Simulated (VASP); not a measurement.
Write the native input for VASP 6.6.1 that does the following.

* Task: relaxation of cell and atoms
* Functional: PBE
* Potentials or basis: VASP PAW PBE potentials, release 64 (Re)
* Cutoff: 600 eV
* k mesh: 7 × 7 × 7
* Occupations: gaussian, width 0.05 eV
* Spin: no spin polarisation
* Dipole correction: no
* Further INCAR settings: ALGO = Normal; EDIFF = 1e-07; IBRION = 2; EDIFFG = -0.02; NSW = 80; ISIF = 3

The structure of Re lies in POSCAR:

```
Re
1.0
    0.0000000000      2.6750000000      2.6750000000
    2.6750000000      0.0000000000      2.6750000000
    2.6750000000      2.6750000000      0.0000000000
Re
2
Direct
    0.0000000000      0.0000000000      0.0000000000
    0.2500000000      0.2500000000      0.2500000000
```

One way to write it, as run:

INCAR

```
SYSTEM = Re
  ALGO = Normal
  EDIFF = 1E-7
  EDIFFG = -0.02
  ENCUT = 600
  GGA = PE
  IBRION = 2
  ISIF = 3
  ISMEAR = 0
  LASPH = .True.
  LCHARG = .False.
  LREAL = .False.
  LWAVE = .False.
  NELM = 80
  NSW = 80
  PREC = Accurate
  SIGMA = 0.05
```

KPOINTS

```
k-points
0
Gamma
  7 7 7
  0 0 0
```

Potentials or basis: VASP PAW PBE potentials, release 64 (Re).

Launch:

```console
$ cat potpaw_PBE.64/Re/POTCAR > POTCAR
$ mpirun -np 1 vasp_std > vasp.out
```

Results of the run:

The relaxed volume is 22.37 Å³/atom and the relaxed cell is a = 3.985 Å, b = 3.985 Å, c = 3.985 Å, α = 60.00°, β = 60.00°, γ = 60.00°. The space group after relaxing (to 0.05 Å) is Fd-3m (No. 227) and the energy gained by relaxing is 337.8 meV/atom. The ionic steps are 5 and the pressure after relaxing is 0.0 GPa. The band gap on the k mesh is zero (band 7 reaches 4.14 eV, above the bottom of band 8 at 3.15 eV).

Caveat: the volume moved by over 15 % at a fixed basis, so the end points are rough; spin-orbit coupling is left out, which moves the levels of the heavy elements.

It took 29 s on 1 thread of Intel(R) Xeon(R) 6975P-C (Granite Rapids), on a shared host, peak memory 0.18 GiB.
